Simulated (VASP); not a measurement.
Here is a VASP 6.6.1 calculation.

The input INCAR:

```
SYSTEM = MgC2
PREC = Accurate
ENCUT = 600
EDIFF = 1E-7
ISMEAR = -1
SIGMA = 0.05
LREAL = .FALSE.
LASPH = .TRUE.
NELM = 60
ALGO = Normal
ISIF = 3
LWAVE = .FALSE.
LCHARG = .FALSE.
GGA = PE
IBRION = 2
NSW = 60
EDIFFG = -0.01
```

Contents of KPOINTS:

```
regular mesh
0
G
  5 5 5
  0 0 0
```

Contents of POSCAR:

```
MgC2
1.0
    3.9507770000      0.0000000000      0.0000000000
    0.0000000000      3.9507770000      0.0000000000
    0.0000000000      0.0000000000      4.9870890000
Mg C
2 4
Direct
    0.0000000000      0.0000000000      0.5000000000
    0.5000000000      0.5000000000      0.0000000000
    0.3876550000      0.6123450000      0.5000000000
    0.1123450000      0.1123450000      0.0000000000
    0.6123450000      0.3876550000      0.5000000000
    0.8876550000      0.8876550000      0.0000000000
```

Potentials or basis: VASP PAW PBE potentials, release 64 (Mg, C).

The run is started by

```console
$ cat potpaw_PBE.64/Mg/POTCAR potpaw_PBE.64/C/POTCAR > POTCAR
$ mpirun -np 1 vasp_std > vasp.out
```

(1) What does it give for the relaxed cell?

(2) What does it give for the space group after relaxing (to 0.1 Å)?

Answers

(1) a = 3.942 Å, b = 3.942 Å, c = 4.979 Å, α = 90.00°, β = 90.00°, γ = 90.00°.

(2) P4_2/mnm (No. 136).
